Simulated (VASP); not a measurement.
The system is ZrB.

```
Zr B
1.0
     0.00000    2.45465    2.45465
     2.45465    0.00000    2.45465
     2.45465    2.45465    0.00000
Zr B
1 1
Direct
  0.50000 0.50000 0.50000
  0.00000 0.00000 0.00000
```

Base run:

```yaml
Program: VASP 6.6.1
Functional: PBE
Potentials_or_basis: VASP PAW PBE potentials, release 64 (Zr_sv, B)
Cutoff: 520 eV
k_mesh: 8 × 8 × 8
Occupations: gaussian, width 0.05 eV
Spin: no spin polarisation
```

Its results: band gap on the k mesh zero (an odd number of electrons rules out a gap without spin polarisation); pressure -0.3 GPa.

The run is repeated on the same cell with these changes: functional from PBE to r2SCAN; k mesh from 8 × 8 × 8 to 12 × 12 × 12. What comes out?

Band gap on the k mesh zero (an odd number of electrons rules out a gap without spin polarisation); pressure 0.3 GPa.

Several settings changed at once.

Caveats: the PAW data sets were made with another functional, which shifts forces and pressure a little (at least some runs).
